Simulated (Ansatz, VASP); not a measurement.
**CoSi2: VASP beside Ansatz**

```
Co Si
1.0
     0.00000    2.54594    2.81394
     2.54594    0.00000    2.81394
     2.54594    2.54594    0.00000
Co Si
1 2
Direct
  0.00000 0.00000 0.00000
  0.25000 0.25000 0.25000
  0.75000 0.75000 0.75000
```

Change from the starting cell: strain -0.050 along x and y, +0.050 along z, atoms carried along.

Alike in both runs: task single point; functional PBE; k mesh 16 × 16 × 16; occupations gaussian, width 0.15 eV; no spin polarisation.

```csv
,VASP,Ansatz
version,VASP 6.6.1,Ansatz 0.2.0
potentials or method,"VASP PAW PBE potentials, release 64 (Co, Si), cutoff 520 eV","scalar-relativistic, plane waves, PAW"
valence electrons in the cell,17,25
```

|  | VASP | Ansatz | Ansatz less VASP |
| --- | --- | --- | --- |
| gap on the k mesh at the Fermi level (eV) | none | none | - |
| pressure (GPa) | 11.3 | 11.5 | +0.15 |
| traceless stress, the component that is largest in VASP (GPa) | -6.08 | -6.11 | -0.024 |

A gap of «none» marks a metal or a gap that the smearing closes. VASP's potentials hold 17 valence electrons a cell and Ansatz's 25, so a difference there can come from the potentials and not from the codes.
